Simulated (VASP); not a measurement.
# Pt (Fm-3m) in VASP: notebook

Pt is run at these levels: LDA; tasks: single point, relaxation of volume and atoms at fixed shape.

All numbers are computed with VASP 6.6.1; they aren't measurements. Logs are shortened: lines on timing, memory, paths and dates and some standing lists are left out, and cuts for length are marked.

### Step 1. The cell of the first run

Symmetry: Fm-3m, No. 225, cubic system. The conventional cell has a = 3.888 Å, b = 3.888 Å, c = 3.888 Å, α = 90.00°, β = 90.00°, γ = 90.00°. Within 3.6 Å of Pt (site symmetry m-3m) lie 12 Pt at 2.75 Å.

### Step 2. Single point, LDA

INCAR reads:

```
SYSTEM = Pt
PREC     = Accurate       ! precision mode
ENCUT    = 500            ! plane-wave cutoff, eV
EDIFF    = 1E-6           ! SCF threshold, eV
ISMEAR   = 0              ! smearing method
SIGMA    = 0.05           ! smearing width, eV
LREAL    = .FALSE.        ! projectors in reciprocal space
LASPH    = .TRUE.         ! aspherical terms in the spheres
NELM     = 120            ! most SCF steps
ALGO     = Normal         ! electronic algorithm
ISIF     = 2              ! what is computed and relaxed
LWAVE    = .FALSE.        ! write WAVECAR
LCHARG   = .TRUE.         ! write CHGCAR
GGA      = CA             ! functional
LELF     = .TRUE.         ! ELF
LVHAR    = .TRUE.       
NBANDS   = 11             ! bands
GGA_COMPAT= .FALSE.
```

KPOINTS reads:

```
Automatic mesh
0
G
  8 8 8
  0 0 0
```

POSCAR reads:

```
Pt
1.0
    0.0000000000      1.9440967864      1.9440967864
    1.9440967864      0.0000000000      1.9440967864
    1.9440967864      1.9440967864      0.0000000000
Pt
1
Direct
    0.0000000000      0.0000000000      0.0000000000
```

Potentials or basis: VASP PAW LDA potentials, release 64 (Pt).

The run is started by

```console
cat potpaw_LDA.64/Pt/POTCAR > POTCAR
mpirun -np 1 vasp_std > vasp.out
```

OUTCAR:

```text
SYSTEM = Pt
   PREC = Accurate
   ENCUT = 500
   EDIFF = 1E-6
   ISMEAR = 0
   LREAL = .FALSE.
   LASPH = .TRUE.
   NELM = 120
   ISIF = 2
   GGA = CA

 ion  position               nearest neighbor table
   1  0.000  0.000  0.000-

  LATTYP: Found a face centered cubic cell.
 ALAT       =     3.8881935728

  Lattice vectors:

 A1 = (   0.0000000000,   1.9440967864,   1.9440967864)
 A2 = (   1.9440967864,   0.0000000000,   1.9440967864)
 A3 = (   1.9440967864,   1.9440967864,   0.0000000000)

Analysis of symmetry for initial positions (statically):
=====================================================================
 Subroutine PRICEL returns:
 Original cell was already a primitive cell.

 Routine SETGRP: Setting up the symmetry group for a
 face centered cubic supercell.

 Subroutine GETGRP returns: Found 48 space group operations
 (whereof 48 operations were pure point group operations)
 out of a pool of 48 trial point group operations.

The static configuration has the point symmetry O_h .

Analysis of symmetry for dynamics (positions and initial velocities):
=====================================================================
 Subroutine PRICEL returns:
 Original cell was already a primitive cell.

 Routine SETGRP: Setting up the symmetry group for a
 face centered cubic supercell.

 Subroutine GETGRP returns: Found 48 space group operations
 (whereof 48 operations were pure point group operations)
 out of a pool of 48 trial point group operations.

The dynamic configuration has the point symmetry O_h .

 Subroutine INISYM returns: Found 48 space group operations
 (whereof 48 operations are pure point group operations),
 and found     1 'primitive' translations

----------------------------------------------------------------------------------------

                                     Primitive cell

  volume of cell :      14.6955

  direct lattice vectors                    reciprocal lattice vectors
     0.000000000  1.944096786  1.944096786    -0.257188841  0.257188841  0.257188841
     1.944096786  0.000000000  1.944096786     0.257188841 -0.257188841  0.257188841
     1.944096786  1.944096786  0.000000000     0.257188841  0.257188841 -0.257188841

  length of vectors
     2.749368042  2.749368042  2.749368042     0.445464140  0.445464140  0.445464140

  position of ions in fractional coordinates (direct lattice)
     0.000000000  0.000000000  0.000000000

  ion indices of the primitive-cell ions
   primitive index   ion index
                 1           1

----------------------------------------------------------------------------------------

 KPOINTS: Automatic mesh

Automatic generation of k-mesh.
 Grid dimensions read from file:
 generate k-points for:    8    8    8

 Generating k-lattice:

  Cartesian coordinates                     Fractional coordinates (reciprocal lattice)
    -0.032148605  0.032148605  0.032148605     0.125000000  0.000000000  0.000000000
     0.032148605 -0.032148605  0.032148605     0.000000000  0.125000000  0.000000000
     0.032148605  0.032148605 -0.032148605     0.000000000  0.000000000  0.125000000

  Length of vectors
     0.055683018  0.055683018  0.055683018

  Shift w.r.t. Gamma in fractional coordinates (k-lattice)
     0.000000000  0.000000000  0.000000000

 Subroutine IBZKPT returns following result:
 ===========================================

 Found     29 irreducible k-points:

 Following reciprocal coordinates:
            Coordinates               Weight
  0.000000  0.000000  0.000000      1.000000
  0.125000  0.000000  0.000000      8.000000
  0.250000  0.000000  0.000000      8.000000
  0.375000  0.000000  0.000000      8.000000
  0.500000  0.000000  0.000000      4.000000
  0.125000  0.125000  0.000000      6.000000
[... 16 lines left out ...]
  0.500000  0.250000  0.125000     48.000000
 -0.375000  0.250000  0.125000     24.000000
 [... further k-points ...]
   k-points           NKPTS =     29   k-points in BZ     NKDIM =     29   number of bands    NBANDS=     11
   number of dos      NEDOS =    301   number of ions     NIONS =      1
   total plane-waves  NPLWV =   8000
   dimension x,y,z NGX =    20 NGY =   20 NGZ =   20
   dimension x,y,z NGXF=    40 NGYF=   40 NGZF=   40
   ions per type =               1
   NGX,Y,Z   is equivalent  to a cutoff of  12.09, 12.09, 12.09 a.u.
   NGXF,Y,Z  is equivalent  to a cutoff of  24.19, 24.19, 24.19 a.u.
 SYSTEM =  Pt
   PREC   = accura    normal or accurate (medium, high low for compatibility)
   ISTART =      0    job   : 0-new  1-cont  2-samecut
   ICHARG =      2    charge: 1-file 2-atom 10-const
   ISPIN  =      1    spin polarized calculation?
   LNONCOLLINEAR =      F non collinear calculations
   LSORBIT =      F    spin-orbit coupling
   LASPH  =      T    aspherical Exc in radial PAW
   ENCUT  =  500.0 eV  36.75 Ry    6.06 a.u.   5.01  5.01  5.01*2*pi/ulx,y,z
   NELM   =    120;   NELMIN=  2; NELMDL= -5     # of ELM steps
   EDIFF  = 0.1E-05   stopping-criterion for ELM
   LREAL  =      F    real-space projection
   EDIFFG = 0.1E-04   stopping-criterion for IOM
   NSW    =      0    number of steps for IOM
   IBRION =     -1    ionic relax: 0-MD 1-quasi-New 2-CG
   NFREE  =      0    steps in history (QN), initial steepest desc. (CG)
   ISIF   =      2    stress and relaxation
   ISYM   =      2    0-nonsym 1-usesym 2-fastsym
   POTIM  = 0.5000    time-step for ionic-motion
   TEBEG  =    0.0;   TEEND  =   0.0 temperature during run
   PSTRESS=    0.0 pullay stress
   NELECT =      10.0000    total number of electrons
   NUPDOWN=      -1.0000    fix difference up-down
   EMIN   =  10.00;   EMAX   =-10.00  energy-range for DOS
   EFERMI =   0.00;   METHOD = LEGACY
   ISMEAR =     0;   SIGMA  =   0.05  broadening in eV -4-tet -1-fermi 0-gaus
   EFERMI_NEDOS =   21; number of points for ismear=-14 and -15
   IALGO  =     38    algorithm
   IMIX   =      4    mixing-type and parameters
     AMIX     =   0.40;   BMIX     =  1.00
     AMIX_MAG =   1.60;   BMIX_MAG =  1.00
  volume/ion in A,a.u.               =      14.70        99.17
  Fermi-wavevector in a.u.,A,eV,Ry     =   1.439948  2.721108 28.211022  2.073452
  Thomas-Fermi vector in A             =   2.558747
   LORBIT       =      0    0 simple, 1 ext, 2 COOP (PROOUT), +10 PAW based schemes
   GGA     = CA    functional components
   LHFCALC =     F    Hartree Fock is set to
   AEXX    =    0.0000 exact exchange contribution
   IVDW    =     0    specifies the selected vdW correction
   LEPSILON=     F    determine dielectric tensor
   LRPA    =     F    only Hartree local field effects (RPA)
 non-spin polarized calculation
 Gauss-broadening in eV      SIGMA  =   0.05
  energy-cutoff  :      500.00
  volume of cell :       14.70
 maximum number of plane-waves:       388
   NGX =  9   NGY =  9   NGZ =  9

 number of electron      10.0000000 magnetization

 Free energy of the ion-electron system (eV)
  ---------------------------------------------------
  ext. energy  EPLUGINS =         0.00000000
  ---------------------------------------------------
  free energy    TOTEN  =        -7.49401676 eV

  energy without entropy =       -7.49144245  energy(sigma->0) =       -7.49272961

 E-fermi :  11.6090     XC(G=0): -13.8434

 val. band max:       11.5871720185   @ k =  -0.2500   0.1250   0.0000
 cond. band min:      11.6407434692   @ k =   0.3750   0.2500   0.1250
 fundamental gap:      0.0535714507
 Fermi energy:        11.6090273020

 k-point     1 :       0.0000    0.0000    0.0000
  band No.  band energies     occupation
      1       1.1140      2.00000
      2       7.6413      2.00000
      3       7.6413      2.00000
      4       7.6413      2.00000
      5       9.9239      2.00000
      6       9.9239      2.00000
      7      26.2004      0.00000
      8      31.2690      0.00000
      9      31.2690      0.00000
     10      31.2690      0.00000
     11      36.8271      0.00000

 k-point     2 :       0.1250    0.0000    0.0000
  band No.  band energies     occupation
      1       1.7406      2.00000
      2       7.3883      2.00000
      3       7.8700      2.00000
      4       7.8700      2.00000
      5       9.8152      2.00000
      6       9.8152      2.00000
      7      27.1420      0.00000
      8      28.8374      0.00000
      9      32.2566      0.00000
     10      32.2566      0.00000
     11      38.2620      0.00000

 k-point     3 :       0.2500    0.0000    0.0000
  band No.  band energies     occupation
      1       3.1968      2.00000
      2       7.2882      2.00000
      3       8.0362      2.00000
      4       8.0362      2.00000
      5      10.0972      2.00000
      6      10.0972      2.00000
      7      25.0794      0.00000
      8      28.0761      0.00000
      9      34.5412      0.00000
     10      34.5412      0.00000
     11      35.3530      0.00000

 k-point     4 :       0.3750    0.0000    0.0000
  band No.  band energies     occupation
      1       3.9673      2.00000
      2       7.7491      2.00000
      3       7.7491      2.00000
      4       9.0170      2.00000
      5      11.1005      2.00000
      6      11.1005      2.00000
      7      20.6139      0.00000
      8      26.5124      0.00000
      9      32.2077      0.00000
     10      32.2077      0.00000
     11      38.3304      0.00000
[... 239 lines left out ...]
 k-point    22 :       0.3750    0.2500    0.1250
  band No.  band energies     occupation
      1       4.5084      2.00000
      2       6.2698      2.00000
      3       7.6341      2.00000
      4       9.3740      2.00000
      5       9.4834      2.00000
      6      11.6407      0.36968
      7      25.3344      0.00000
      8      27.6587      0.00000
      9      29.7509      0.00000
     10      31.9487      0.00000
     11      36.3034      0.00000

 k-point    23 :       0.5000    0.2500    0.1250
  band No.  band energies     occupation
      1       5.3080      2.00000
      2       6.8038      2.00000
      3       7.0998      2.00000
      4       9.0803      2.00000
      5      10.8377      2.00000
      6      13.6157      0.00000
      7      21.0733      0.00000
      8      26.2586      0.00000
      9      28.0132      0.00000
     10      32.3214      0.00000
     11      36.1238      0.00000

 k-point    24 :      -0.3750    0.2500    0.1250
  band No.  band energies     occupation
      1       5.3198      2.00000
      2       6.5841      2.00000
      3       8.0126      2.00000
      4       8.8045      2.00000
      5      11.4153      2.00000
      6      16.1408      0.00000
      7      17.2924      0.00000
      8      26.5970      0.00000
      9      26.8861      0.00000
     10      30.9079      0.00000
     11      38.1111      0.00000

 [... further k-points ...]

------------------------ aborting loop because EDIFF is reached ----------------------------------------

  FORCE on cell =-STRESS in cart. coord.  units (eV):
  Direction    XX          YY          ZZ          XY          YZ          ZX
  --------------------------------------------------------------------------------------
  -------------------------------------------------------------------------------------
  Total        0.1292607      0.1292607      0.1292607      0.0000000      0.0000000      0.0000000
  in kB       14.0926785     14.0926785     14.0926785      0.0000000      0.0000000      0.0000000
  external PRESSURE =      14.0926785 kB  Pullay stress =       0.0000000 kB

 VOLUME and BASIS-vectors are now :
 -----------------------------------------------------------------------------
  energy-cutoff  :      500.00
  volume of cell :       14.70
      direct lattice vectors                 reciprocal lattice vectors
     0.000000000  1.944096786  1.944096786    -0.257188841  0.257188841  0.257188841
     1.944096786  0.000000000  1.944096786     0.257188841 -0.257188841  0.257188841
     1.944096786  1.944096786  0.000000000     0.257188841  0.257188841 -0.257188841

 POSITION                                       TOTAL-FORCE (eV/Angst)
 -----------------------------------------------------------------------------------
      0.00000      0.00000      0.00000         0.000000     -0.000000      0.000000
 -----------------------------------------------------------------------------------
    total drift:                               -0.000000     -0.000000     -0.000000

  FREE ENERGIE OF THE ION-ELECTRON SYSTEM (eV)
  ---------------------------------------------------
  free  energy   TOTEN  =        -7.4940167645 eV

  energy  without entropy=       -7.4914424527  energy(sigma->0) =       -7.49272961
```

Wall time 7.3 s (1 thread of AMD EPYC 7R43 (Zen 3), shared host); peak memory 0.08 GiB.

What came out:

```
Free energy            : -7.4940 eV
Pressure               : 1.4 GPa
Band gap on the k mesh : zero (bands 5 and 6 overlap by 2.32 eV)
```

Levels at points of the mesh, in eV from the Fermi level:
```tsv
k point	band 1	band 2	band 3	band 4	band 5	band 6	band 7	band 8	band 9	band 10
(0.00, 0.00, 0.00)	-10.50	-3.97	-3.97	-3.97	-1.69	-1.69	14.59	19.66	19.66	19.66
(0.50, 0.00, 0.00)	-7.61	-4.02	-4.02	-0.54	0.06	0.06	6.05	14.17	19.11	19.11
(0.50, 0.50, 0.00)	-7.36	-6.91	0.04	0.52	0.52	1.76	9.18	11.46	11.46	20.56
```

Caveat: spin-orbit coupling is left out, which moves the levels of the heavy elements.

### Step 3. Relaxation of volume and atoms at fixed shape, LDA

This run uses another cell than the first one, of 15.08 Å³/atom.

INCAR reads:

```
SYSTEM = Pt
ALGO     = Normal         ! electronic algorithm
EDIFF    = 1E-7           ! SCF threshold, eV
EDIFFG   = -0.03          ! ionic threshold
ENCUT    = 500            ! plane-wave cutoff, eV
GGA      = CA             ! functional
GGA_COMPAT= .FALSE.      
IBRION   = 2              ! ionic algorithm
ISIF     = 8              ! what is computed and relaxed
ISMEAR   = 0              ! smearing method
LASPH    = .TRUE.         ! aspherical terms in the spheres
LCHARG   = .FALSE.        ! write CHGCAR
LREAL    = .FALSE.        ! projectors in reciprocal space
LWAVE    = .FALSE.        ! write WAVECAR
NELM     = 120            ! most SCF steps
NELMIN   = 4            
NSW      = 60             ! ionic steps
PREC     = Accurate       ! precision mode
SIGMA    = 0.05           ! smearing width, eV
```

KPOINTS reads:

```
k-points
0
G
  8 8 8
  0 0 0
```

POSCAR reads:

```
Pt
1.0
    0.0000000000      1.9609000000      1.9609000000
    1.9609000000      0.0000000000      1.9609000000
    1.9609000000      1.9609000000      0.0000000000
Pt
1
Direct
    0.0000000000      0.0000000000      0.0000000000
```

Potentials or basis: VASP PAW LDA potentials, release 64 (Pt).

The run is started by

```console
cat potpaw_LDA.64/Pt/POTCAR > POTCAR
mpirun -np 1 vasp_std > vasp.out
```

Wall time 13 s (1 thread of AMD EPYC 7R43 (Zen 3), shared host); peak memory 0.09 GiB.

Results (log left out):

```
Free energy                           : -7.4946 eV
Relaxed volume                        : 14.77 Å³/atom
Relaxed cell                          : a = 2.754 Å, b = 2.754 Å, c = 2.754 Å, α = 60.00°, β = 60.00°, γ = 60.00°
Space group after relaxing (to 0.1 Å) : Fm-3m (No. 225)
Energy gained by relaxing             : 6.4 meV/atom
Ionic steps                           : 3
Pressure after relaxing               : -0.2 GPa
Band gap on the k mesh                : zero (bands 5 and 6 overlap by 2.30 eV)
```

The path:
```
step  energy change (eV)  largest force (eV/Å)  pressure (GPa)  volume (Å³)
   1              0.0000                0.0000           -6.26        15.08
   2              0.0589                0.0000           24.07        13.83
   3             -0.0064                0.0000           -0.18        14.77
```

Final structure:
```
Pt
1.0
     0.00000    1.94735    1.94735
     1.94735    0.00000    1.94735
     1.94735    1.94735    0.00000
Pt
1
Direct
  0.00000 0.00000 0.00000
```

Levels at points of the mesh, in eV from the Fermi level:
```
           k point  band 2  band 3  band 4  band 5  band 6  band 7  band 8  band 9
(0.00, 0.00, 0.00)   -3.94   -3.94   -3.94   -1.67   -1.67   14.61   19.65   19.65
(0.50, 0.00, 0.00)   -3.99   -3.99   -0.52    0.06    0.06    6.01   14.18   19.08
(0.50, 0.50, 0.00)   -6.85    0.04    0.52    0.52    1.77    9.12   11.45   11.45
```

Caveat: spin-orbit coupling is left out, which moves the levels of the heavy elements.
